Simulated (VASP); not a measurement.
# Ti2Co (Fd-3m) in VASP: a series of runs

Ti2Co is run at these levels: PBEsol; tasks: single point.

Everything below comes from runs of VASP 6.6.1. Logs are shortened: lines on timing, memory, paths and dates and some standing lists are left out, and cuts for length are marked.

### 1 The cell of the first run

The structure is cubic, space group Fd-3m (No. 227). Conventional cell: a = 6.730 Å, b = 6.730 Å, c = 6.730 Å, α = 90.00°, β = 90.00°, γ = 90.00°. Within 3.1 Å of Ti (site symmetry -3m) lie 6 Ti at 2.38 Å and 6 Co at 2.79 Å. Within 3.7 Å of Co (site symmetry -43m) lie 12 Ti at 2.79 Å and 4 Co at 2.91 Å.

### 2 Single point, PBEsol, collinear spin, ferromagnetic start

INCAR reads:

```
PREC = Accurate ; ENCUT = 520
EDIFF = 1E-6 ; ISMEAR = 0
SIGMA = 0.1 ; LREAL = False
LASPH = True ; NELM = 150
ALGO = Normal ; ISIF = 2
LWAVE = False ; LCHARG = False
ISPIN = 2 ; MAGMOM = 0 0 0 0 0.59 0.59
LORBIT = 11 ; LMAXMIX = 4
GGA = PS ; NBANDS = 46
```

KPOINTS reads:

```
regular mesh
0
Gamma
  5 5 5
```

POSCAR reads:

```
Ti2Co
1.0
    0.0000000000      3.3650000000      3.3650000000
    3.3650000000      0.0000000000      3.3650000000
    3.3650000000      3.3650000000      0.0000000000
Ti Co
4 2
Direct
    0.1250000000      0.1250000000      0.1250000000
    0.6250000000      0.1250000000      0.1250000000
    0.1250000000      0.1250000000      0.6250000000
    0.1250000000      0.6250000000      0.1250000000
    0.5000000000      0.5000000000      0.5000000000
    0.7500000000      0.7500000000      0.7500000000
```

Potentials or basis: VASP PAW PBE potentials, release 64 (Ti_sv, Co).

The run is started by

```
$ cat potpaw_PBE.64/Ti_sv/POTCAR potpaw_PBE.64/Co/POTCAR > POTCAR
$ mpirun -np 1 vasp_std > vasp.out
```

OUTCAR:

```text
PREC = Accurate
   ENCUT = 520
   EDIFF = 1E-6
   ISMEAR = 0
   LREAL = False
   LASPH = True
   NELM = 150
   ISIF = 2
   ISPIN = 2
   LORBIT = 11
   GGA = PS

 ion  position               nearest neighbor table
   1  0.125  0.125  0.125-   2 2.38   3 2.38   4 2.38   3 2.38   4 2.38   2 2.38   6 2.79   5 2.79
                             6 2.79   5 2.79   6 2.79   5 2.79
   2  0.625  0.125  0.125-   1 2.38   3 2.38   4 2.38   1 2.38   3 2.38   4 2.38   6 2.79   5 2.79
                             5 2.79   6 2.79   5 2.79   6 2.79
   3  0.125  0.125  0.625-   1 2.38   1 2.38   2 2.38   4 2.38   4 2.38   2 2.38   6 2.79   5 2.79
                             6 2.79   5 2.79   6 2.79   5 2.79
   4  0.125  0.625  0.125-   1 2.38   3 2.38   1 2.38   2 2.38   3 2.38   2 2.38   6 2.79   5 2.79
                             6 2.79   5 2.79   6 2.79   5 2.79
   5  0.500  0.500  0.500-   1 2.79   1 2.79   1 2.79   2 2.79   3 2.79   4 2.79   4 2.79   2 2.79
                             4 2.79   3 2.79   2 2.79   3 2.79   6 2.91   6 2.91   6 2.91   6 2.91
   6  0.750  0.750  0.750-   2 2.79   3 2.79   4 2.79   1 2.79   1 2.79   1 2.79   2 2.79   2 2.79
                             3 2.79   4 2.79   3 2.79   4 2.79   5 2.91   5 2.91   5 2.91   5 2.91

  LATTYP: Found a face centered cubic cell.
 ALAT       =     6.7300000000

  Lattice vectors:

 A1 = (   0.0000000000,   3.3650000000,   3.3650000000)
 A2 = (   3.3650000000,   0.0000000000,   3.3650000000)
 A3 = (   3.3650000000,   3.3650000000,   0.0000000000)

Analysis of symmetry for initial positions (statically):
=====================================================================
 Subroutine PRICEL returns:
 Original cell was already a primitive cell.

 Routine SETGRP: Setting up the symmetry group for a
 face centered cubic supercell.

 Subroutine GETGRP returns: Found 48 space group operations
 (whereof 24 operations were pure point group operations)
 out of a pool of 48 trial point group operations.

The static configuration has the point symmetry T_d .
 The point group associated with its full space group is O_h .

Analysis of symmetry for dynamics (positions and initial velocities):
=====================================================================
 Subroutine PRICEL returns:
 Original cell was already a primitive cell.

 Routine SETGRP: Setting up the symmetry group for a
 face centered cubic supercell.

 Subroutine GETGRP returns: Found 48 space group operations
 (whereof 24 operations were pure point group operations)
 out of a pool of 48 trial point group operations.

The dynamic configuration has the point symmetry T_d .
 The point group associated with its full space group is O_h .

Analysis of structural, dynamic, and magnetic symmetry:
=====================================================================
 Subroutine PRICEL returns:
 Original cell was already a primitive cell.

 Routine SETGRP: Setting up the symmetry group for a
 face centered cubic supercell.

 Subroutine GETGRP returns: Found 48 space group operations
 (whereof 24 operations were pure point group operations)
 out of a pool of 48 trial point group operations.

The overall configuration has the point symmetry T_d .
 The point group associated with its full space group is O_h .

 Subroutine INISYM returns: Found 48 space group operations
 (whereof 24 operations are pure point group operations),
 and found     1 'primitive' translations

----------------------------------------------------------------------------------------

                                     Primitive cell

  volume of cell :      76.2053

  direct lattice vectors                    reciprocal lattice vectors
     0.000000000  3.365000000  3.365000000    -0.148588410  0.148588410  0.148588410
     3.365000000  0.000000000  3.365000000     0.148588410 -0.148588410  0.148588410
     3.365000000  3.365000000  0.000000000     0.148588410  0.148588410 -0.148588410

  length of vectors
     4.758828637  4.758828637  4.758828637     0.257362676  0.257362676  0.257362676

  position of ions in fractional coordinates (direct lattice)
     0.125000000  0.125000000  0.125000000
     0.625000000  0.125000000  0.125000000
     0.125000000  0.125000000  0.625000000
     0.125000000  0.625000000  0.125000000
[... 49 lines left out ...]
 -0.400000  0.400000  0.200000     24.000000
   k-points           NKPTS =     10   k-points in BZ     NKDIM =     10   number of bands    NBANDS=     46
   number of dos      NEDOS =    301   number of ions     NIONS =      6
   total plane-waves  NPLWV =  46656
   dimension x,y,z NGX =    36 NGY =   36 NGZ =   36
   dimension x,y,z NGXF=    72 NGYF=   72 NGZF=   72
   ions per type =               4   2
   NGX,Y,Z   is equivalent  to a cutoff of  12.58, 12.58, 12.58 a.u.
   NGXF,Y,Z  is equivalent  to a cutoff of  25.15, 25.15, 25.15 a.u.
 SYSTEM =  unknown system
   PREC   = accura    normal or accurate (medium, high low for compatibility)
   ISTART =      0    job   : 0-new  1-cont  2-samecut
   ICHARG =      2    charge: 1-file 2-atom 10-const
   ISPIN  =      2    spin polarized calculation?
   LNONCOLLINEAR =      F non collinear calculations
   LSORBIT =      F    spin-orbit coupling
   LASPH  =      T    aspherical Exc in radial PAW
   ENCUT  =  520.0 eV  38.22 Ry    6.18 a.u.   8.85  8.85  8.85*2*pi/ulx,y,z
   NELM   =    150;   NELMIN=  2; NELMDL= -5     # of ELM steps
   EDIFF  = 0.1E-05   stopping-criterion for ELM
   LREAL  =      F    real-space projection
   EDIFFG = 0.1E-04   stopping-criterion for IOM
   NSW    =      0    number of steps for IOM
   IBRION =     -1    ionic relax: 0-MD 1-quasi-New 2-CG
   NFREE  =      0    steps in history (QN), initial steepest desc. (CG)
   ISIF   =      2    stress and relaxation
   ISYM   =      2    0-nonsym 1-usesym 2-fastsym
   POTIM  = 0.5000    time-step for ionic-motion
   TEBEG  =    0.0;   TEEND  =   0.0 temperature during run
   PSTRESS=    0.0 pullay stress
   NELECT =      66.0000    total number of electrons
   NUPDOWN=      -1.0000    fix difference up-down
   EMIN   =  10.00;   EMAX   =-10.00  energy-range for DOS
   EFERMI =   0.00;   METHOD = LEGACY
   ISMEAR =     0;   SIGMA  =   0.10  broadening in eV -4-tet -1-fermi 0-gaus
   EFERMI_NEDOS =   21; number of points for ismear=-14 and -15
   IALGO  =     38    algorithm
   IMIX   =      4    mixing-type and parameters
     AMIX     =   0.40;   BMIX     =  1.00
     AMIX_MAG =   1.60;   BMIX_MAG =  1.00
  volume/ion in A,a.u.               =      12.70        85.71
  Fermi-wavevector in a.u.,A,eV,Ry     =   1.560490  2.948899 33.131955  2.435130
  Thomas-Fermi vector in A             =   2.663695
   LORBIT       =     11    0 simple, 1 ext, 2 COOP (PROOUT), +10 PAW based schemes
   GGA     = PS    functional components
   LHFCALC =     F    Hartree Fock is set to
   AEXX    =    0.0000 exact exchange contribution
   IVDW    =     0    specifies the selected vdW correction
   LEPSILON=     F    determine dielectric tensor
   LRPA    =     F    only Hartree local field effects (RPA)
 spin polarized calculation
 Gauss-broadening in eV      SIGMA  =   0.10
  energy-cutoff  :      520.00
  volume of cell :       76.21
 maximum number of plane-waves:      2085
   NGX = 17   NGY = 17   NGZ = 17

 number of electron      66.0000033 magnetization       1.3805595

 Free energy of the ion-electron system (eV)
  ---------------------------------------------------
  ext. energy  EPLUGINS =         0.00000000
  ---------------------------------------------------
  free energy    TOTEN  =       -45.83324282 eV

  energy without entropy =      -45.78683198  energy(sigma->0) =      -45.81003740

 E-fermi :  10.0369     XC(G=0): -13.0085

 val. band max:       10.0231578841   @ k =  -0.4000   0.2000   0.0000
 cond. band min:      10.0564380027   @ k =   0.2000   0.2000   0.0000
 fundamental gap:      0.0332801186
 Fermi energy:        10.0369226873

 spin component 1

 k-point     1 :       0.0000    0.0000    0.0000
  band No.  band energies     occupation
      1     -46.0785      1.00000
      2     -45.3592      1.00000
      3     -45.3592      1.00000
      4     -45.3592      1.00000
      5     -24.2628      1.00000
      6     -22.7951      1.00000
[... 469 lines left out ...]
     44      13.1193      0.00000
     45      13.9585      0.00000
 Fermi energy:        10.0369226873

 spin component 2

 k-point     1 :       0.0000    0.0000    0.0000
  band No.  band energies     occupation
      1     -46.0117      1.00000
      2     -45.2948      1.00000
      3     -45.2948      1.00000
      4     -45.2948      1.00000
      5     -24.1646      1.00000
      6     -22.7300      1.00000
[... 469 lines left out ...]
     44      13.1893      0.00000
     45      14.0417      0.00000
 [bands above 45 left out]

------------------------ aborting loop because EDIFF is reached ----------------------------------------

  FORCE on cell =-STRESS in cart. coord.  units (eV):
  Direction    XX          YY          ZZ          XY          YZ          ZX
  --------------------------------------------------------------------------------------
  -------------------------------------------------------------------------------------
  Total        7.4264578      7.4264578      7.4264578     -0.0000000      0.0000000     -0.0000000
  in kB      156.1374561    156.1374561    156.1374561     -0.0000000      0.0000000     -0.0000000
  external PRESSURE =     156.1374561 kB  Pullay stress =       0.0000000 kB

 VOLUME and BASIS-vectors are now :
 -----------------------------------------------------------------------------
  energy-cutoff  :      520.00
  volume of cell :       76.21
      direct lattice vectors                 reciprocal lattice vectors
     0.000000000  3.365000000  3.365000000    -0.148588410  0.148588410  0.148588410
     3.365000000  0.000000000  3.365000000     0.148588410 -0.148588410  0.148588410
     3.365000000  3.365000000  0.000000000     0.148588410  0.148588410 -0.148588410

 POSITION                                       TOTAL-FORCE (eV/Angst)
 -----------------------------------------------------------------------------------
      0.84125      0.84125      0.84125        -0.000000     -0.000000     -0.000000
      0.84125      2.52375      2.52375        -0.000000     -0.000000     -0.000000
      2.52375      2.52375      0.84125        -0.000000     -0.000000     -0.000000
      2.52375      0.84125      2.52375        -0.000000     -0.000000     -0.000000
      3.36500      3.36500      3.36500         0.000000      0.000000      0.000000
      5.04750      5.04750      5.04750        -0.000000      0.000000     -0.000000
 -----------------------------------------------------------------------------------
    total drift:                                0.000000      0.000000      0.000000

  FREE ENERGIE OF THE ION-ELECTRON SYSTEM (eV)
  ---------------------------------------------------
  free  energy   TOTEN  =       -45.8332428235 eV

  energy  without entropy=      -45.7868319821  energy(sigma->0) =      -45.81003740

 total charge

# of ion       s       p       d       tot
------------------------------------------
    1        2.307   6.153   2.332  10.792
    2        2.307   6.153   2.332  10.792
    3        2.307   6.153   2.332  10.792
    4        2.307   6.153   2.332  10.792
    5        0.455   0.459   7.206   8.119
    6        0.455   0.459   7.206   8.119
--------------------------------------------------
tot         10.136  25.531  23.741  59.407

 magnetization (x)

# of ion       s       p       d       tot
------------------------------------------
    1        0.001  -0.003   0.077   0.074
    2        0.001  -0.003   0.077   0.074
    3        0.001  -0.003   0.077   0.074
    4        0.001  -0.003   0.077   0.074
    5        0.003  -0.005   0.576   0.574
    6        0.003  -0.005   0.576   0.574
--------------------------------------------------
tot          0.009  -0.025   1.460   1.445
```

Wall time 2.2 min (1 thread of Intel Xeon 6975P-C, shared host); peak memory 0.26 GiB.

Results:

- Free energy: -45.8332 eV
- Pressure: 15.6 GPa
- Net moment: 1.38 μB per cell
- Site moments: Ti +0.07; Co +0.57 μB
- Valence electrons inside the program's atomic spheres: Ti 10.79; Co 8.12

Caveat: the PAW data sets were made with another functional, which shifts forces and pressure a little.

(Continued in part 2 of 2.)
